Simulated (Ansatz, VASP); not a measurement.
# One calculation of ZnSe, two programs

Contents of INCAR:

```
SYSTEM = ZnSe
PREC     = Accurate       ! precision mode
ENCUT    = 520            ! plane-wave cutoff, eV
EDIFF    = 1E-6           ! SCF threshold, eV
ISMEAR   = 0              ! smearing method
SIGMA    = 0.05           ! smearing width, eV
LREAL    = .FALSE.        ! projectors in reciprocal space
LASPH    = .TRUE.         ! aspherical terms in the spheres
NELM     = 60             ! most SCF steps
ALGO     = Normal         ! electronic algorithm
ISIF     = 2              ! what is computed and relaxed
LWAVE    = .FALSE.        ! write WAVECAR
LCHARG   = .FALSE.        ! write CHGCAR
NBANDS   = 26             ! bands
```

KPOINTS

```
Automatic mesh
0
G
  8 8 6
  0 0 0
```

The input POSCAR:

```
ZnSe
1.0
    4.0422000000      0.0000000000      0.0000000000
    0.0000000000      4.0422000000      0.0000000000
    0.0000000000      0.0000000000      5.2561416084
Zn Se
2 2
Direct
    0.0000000000      0.0000000000      0.0000000000
    0.5000000000      0.5000000000      0.0000000000
    0.0000000000      0.5000000000      0.2797006019
    0.5000000000      0.0000000000      0.7202993981
```

Input for Ansatz:

```yaml
crystal:
  lattice:
    - [4.0422, 0.0, 0.0]
    - [0.0, 4.0422, 0.0]
    - [0.0, 0.0, 5.2561416084]
  atoms:
    - { symbol: Zn, position: [0.0, 0.0, 0.0] }
    - { symbol: Zn, position: [0.5, 0.5, 0.0] }
    - { symbol: Se, position: [0.0, 0.5, 0.2797006019] }
    - { symbol: Se, position: [0.5, 0.0, 0.7202993981] }
basis:
  ecutwfc: 520.0
kpoints:
  mp_grid: { grid: [8, 8, 6] }
hamiltonian:
  xc: lda
  pseudopotentials: { kind: paw, azcp: { folder: soft_1 } }
scf:
  occupations: { method: gaussian, width: 0.05 }
output:
  forces: true
  stress: true
  eigenvalues: true
```

Alike in both runs: task single point; functional LDA; k mesh 8 × 8 × 6; occupations gaussian, width 0.05 eV; no spin polarisation.

|  | VASP | Ansatz |
| --- | --- | --- |
| version | VASP 6.6.1 | Ansatz 0.2.0 |
| potentials or method | VASP PAW LDA potentials, release 64 (Zn, Se), cutoff 520 eV | scalar-relativistic, plane waves, PAW |
| valence electrons in the cell | 36 | 56 |

|  | VASP | Ansatz | Ansatz less VASP |
| --- | --- | --- | --- |
| gap on the k mesh at the Fermi level (eV) | 1.47 | 1.47 | -0.006 |
| least direct gap on the mesh (eV) | 1.47 | 1.47 | -0.006 |
| pressure (GPa) | -1.7 | -2.1 | -0.38 |
| traceless stress, the component that is largest in VASP (GPa) | 0.41 | 0.43 | +0.021 |
| rms of the force components (eV/Å) | 0.073 | 0.097 | +0.0243 |

Ansatz warns that its potentials were made for another functional, while VASP's fit it. LDA's correlation is that of Perdew and Zunger in VASP and of Perdew and Wang (1992) in Ansatz. Atom by atom the forces differ by 0.024 eV/Å (rms over components). VASP's potentials hold 36 valence electrons a cell and Ansatz's 56, so a difference there can come from the potentials and not from the codes.
